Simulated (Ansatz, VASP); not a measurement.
**Tc: VASP beside Ansatz**

The input INCAR:

```
  PREC = Accurate
  ENCUT = 520
  EDIFF = 1E-8
  ISMEAR = -1
  SIGMA = 0.03
  LREAL = F
  LASPH = T
  NELM = 100
  ALGO = Normal
  ISIF = 2
  LWAVE = F
  LCHARG = F
  GGA = PS
  LEFG = T
  NBANDS = 12
```

The input KPOINTS:

```
regular mesh
0
Gamma
  18 18 18
```

File POSCAR:

```
Tc
1.0
    0.0000000000      1.9369123573      1.9369123573
    1.9369123573      0.0000000000      1.9369123573
    1.9369123573      1.9369123573      0.0000000000
Tc
1
Direct
    0.0000000000      0.0000000000      0.0000000000
```

Input for Ansatz:

```yaml
crystal:
  lattice:
    - [0.0, 1.9369123573, 1.9369123573]
    - [1.9369123573, 0.0, 1.9369123573]
    - [1.9369123573, 1.9369123573, 0.0]
  atoms:
    - { symbol: Tc, position: [0.0, 0.0, 0.0] }
kpoints:
  mp_grid: { grid: [18, 18, 18] }
scf:
  occupations: { method: fermi_dirac, width: 0.03 }
hamiltonian:
  xc: pbesol
  pseudopotentials: { kind: all_electron, datasets: crystal }
output:
  forces: true
  stress: true
  eigenvalues: true
  efg: { contact_densities: true }
```

Change from the starting cell: volume scaled by 0.98, crystal datasets.

Alike in both runs: task electric field gradients; functional PBEsol; k mesh 18 × 18 × 18; occupations fermi-dirac, width 0.03 eV; no spin polarisation.

|  | VASP | Ansatz |
| --- | --- | --- |
| version | VASP 6.6.1 | Ansatz 0.2.0 |
| potentials or method | VASP PAW PBE potentials, release 64 (Tc_pv), cutoff 520 eV | all-electron PAW with datasets made for the crystal, scalar-relativistic |

```csv
,VASP,Ansatz,Ansatz less VASP
pressure (GPa),-10.4,-9.7,+0.65
```

VASP's potentials were made for PBE, not for PBEsol. Ansatz ran all-electron here, and VASP with PAW potentials.
